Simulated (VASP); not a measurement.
Set up this calculation in VASP 6.6.1, as the native input.

| Property | Result |
| --- | --- |
| Task | single point |
| Functional | r2SCAN |
| Potentials or basis | VASP PAW PBE potentials, release 64 (Al, Ga_d, N) |
| Cutoff | 520 eV |
| k mesh | 5 × 5 × 3 |
| Occupations | gaussian, width 0.05 eV |
| Spin | no spin polarisation |
| Dipole correction | no |
| Further INCAR settings | LREAL = Auto; ALGO = Normal; EDIFF = 1e-06; NBANDS = 76 |

The system is AlGa3N4.

```
Al Ga N
1.0
     0.00000   -4.46534    0.00000
     0.00000    0.00000   -4.46534
     8.63069    0.00000    0.00000
Al Ga N
2 6 8
Cartesian
  7.2682 0.0000 0.0000
  2.8029 0.0000 0.0000
  0.5702 -2.2327 0.0000
  5.0356 -2.2327 0.0000
  0.5702 0.0000 -2.2327
  5.0356 0.0000 -2.2327
  7.2682 -2.2327 -2.2327
  2.8029 -2.2327 -2.2327
  1.7105 -1.0924 -3.3729
  6.1758 -1.0924 -3.3729
  1.7105 -3.3729 -1.0924
  6.1758 -3.3729 -1.0924
  8.3607 -1.0924 -1.0924
  3.8953 -1.0924 -1.0924
  8.3607 -3.3729 -3.3729
  3.8953 -3.3729 -3.3729
```

This cell differs from its parent crystal: the distance across one plane changed.

The input as run:

POSCAR

```
AlGa3N4
1.0
    0.0000000000     -4.4653444451      0.0000000000
    0.0000000000      0.0000000000     -4.4653444451
    8.6306888901      0.0000000000      0.0000000000
Al Ga N
2 6 8
Direct
    0.0000000000      0.0000000000      0.8421391671
    0.0000000000      0.0000000000      0.3247593261
    0.5000000000      0.0000000000      0.0660694057
    0.5000000000      0.0000000000      0.5834492466
    0.0000000000      0.5000000000      0.0660694057
    0.0000000000      0.5000000000      0.5834492466
    0.5000000000      0.5000000000      0.8421391671
    0.5000000000      0.5000000000      0.3247593261
    0.2446489449      0.7553510551      0.1981828939
    0.2446489449      0.7553510551      0.7155627348
    0.7553510551      0.2446489449      0.1981828939
    0.7553510551      0.2446489449      0.7155627348
    0.2446489449      0.2446489449      0.9687155993
    0.2446489449      0.2446489449      0.4513357584
    0.7553510551      0.7553510551      0.9687155993
    0.7553510551      0.7553510551      0.4513357584
```

INCAR.step1

```
ALGO     = Normal         # electronic algorithm
EDIFF    = 1E-4           # SCF threshold, eV
ENCUT    = 520            # plane-wave cutoff, eV
GGA      = PE             # functional
ISMEAR   = 0              # smearing method
LASPH    = T              # aspherical terms in the spheres
LCHARG   = F              # write CHGCAR
LREAL    = Auto         
LWAVE    = T              # write WAVECAR
NBANDS   = 76             # bands
NELM     = 80             # most SCF steps
PREC     = Accurate       # precision mode
SIGMA    = 0.05           # smearing width, eV
```

INCAR.step2

```
ALGO     = Normal         # electronic algorithm
EDIFF    = 1E-6           # SCF threshold, eV
ENCUT    = 520            # plane-wave cutoff, eV
ISIF     = 2              # what is computed and relaxed
ISMEAR   = 0              # smearing method
ISTART   = 1            
LASPH    = T              # aspherical terms in the spheres
LCHARG   = T              # write CHGCAR
LELF     = T              # ELF
LMIXTAU  = T            
LREAL    = Auto         
LVHAR    = T            
LWAVE    = F              # write WAVECAR
METAGGA  = R2SCAN         # meta-GGA
NBANDS   = 76             # bands
NELM     = 80             # most SCF steps
PREC     = Accurate       # precision mode
SIGMA    = 0.05           # smearing width, eV
```

KPOINTS

```
k-points
0
Gamma
  5 5 3
```

Potentials or basis: VASP PAW PBE potentials, release 64 (Al, Ga_d, N).

Command:

```sh
$ cat potpaw_PBE.64/Al/POTCAR potpaw_PBE.64/Ga_d/POTCAR potpaw_PBE.64/N/POTCAR > POTCAR
$ cp INCAR.step1 INCAR
$ mpirun -np 1 vasp_std > vasp.out
$ cp INCAR.step2 INCAR
$ mpirun -np 1 vasp_std > vasp.out
```

Results of the run:

```
Pressure               : 9.6 GPa
Largest force          : 4.158 eV/Å
Band gap on the k mesh : 2.76 eV
```

Caveat: the cell differs from its parent crystal (the distance across one plane changed); the cell stands under pressure; the PAW data sets were made with another functional, which shifts forces and pressure a little.

Run time: 35 min on 1 thread of Intel Xeon 8259CL, on a shared host, peak memory 0.39 GiB.
